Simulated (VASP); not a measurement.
Here is a VASP 6.6.1 calculation.

File INCAR:

```
PREC = Accurate ; ENCUT = 520
EDIFF = 1E-7 ; ISMEAR = 0
SIGMA = 0.01 ; LREAL = False
LASPH = True ; NELM = 120
ALGO = Normal ; ISIF = 2
LWAVE = False ; LCHARG = False
IBRION = 2 ; NSW = 80
EDIFFG = -0.001 ; GGA_COMPAT = False
NELMIN = 4
```

The input KPOINTS:

```
Automatic mesh
0
Gamma
  6 6 6
```

The input POSCAR:

```
TiO2
1.0
   -1.8921000000      1.8921000000      4.7858438000
    1.8921000000     -1.8921000000      4.7858438000
    1.8921000000      1.8921000000     -4.7858438000
Ti O
2 4
Direct
    0.0000000000      0.0000000000      0.0000000000
    0.7500000000      0.2500000000      0.5000000000
    0.2081000000      0.2081000000      0.0000000000
    0.9581000000      0.4581000000      0.5000000000
    0.5419000000      0.0419000000      0.5000000000
    0.7919000000      0.7919000000      0.0000000000
```

Potentials or basis: VASP PAW LDA potentials, release 64 (Ti_sv, O).

Run with:

```console
$ cat potpaw_LDA.64/Ti_sv/POTCAR potpaw_LDA.64/O/POTCAR > POTCAR
$ mpirun -np 1 vasp_std > vasp.out
```

(1) Predict the band gap on the k mesh.

(2) Estimate the energy gained by relaxing.

Results:

(1) 2.08 eV (least direct gap 2.35 eV).

(2) 0.8 meV/atom.
